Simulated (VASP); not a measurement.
Runs of VASP 6.6.1 on H2Se. The structure is that of space group P-3m1 (No. 164), or close to it. The cells are those of the table. 

```tsv
task	cell	k mesh	cutoff (eV)	gap on the mesh (eV)	pressure (GPa)	largest force (eV/Å)
single point	a = 3.211, b = 3.211, c = 4.165 Å, angles 90.0, 90.0, 120.0°, 3 atoms	6 × 6 × 4	520	none	-4.4	1.11
single point	a = 3.241, b = 3.241, c = 3.892 Å, angles 90.0, 90.0, 120.0°, 3 atoms	6 × 6 × 4	520	none	(a)	-
relaxation of cell and atoms	relaxed from a = 3.211, b = 3.211, c = 4.165 Å, angles 90.0, 90.0, 120.0°, 3 atoms	6 × 6 × 4	600	none	0.0	0.03
single point	a = 3.258, b = 3.258, c = 3.913 Å, angles 90.0, 90.0, 120.0°, 3 atoms	18 × 18 × 12	520	none	0.0	-
```

Alike in all rows: level PBE+D3(BJ); potentials or basis VASP PAW PBE potentials, release 64 (H, Se); no spin polarisation; smearing gaussian 0.1 eV.

Task: Fill in the values left out.

Result: (a) 0.1.

Caveats: some runs use coarse meshes; pairwise dispersion overbinds metals, which lowers pressure and volume; forces of over 1 eV/Å act on the atoms, so gaps and moduli don't describe the material at rest (some runs).

A k mesh can miss the band edges, and the runs leave out spin-orbit coupling on Se.

A gap of «none» marks levels without a gap at the run's occupations.
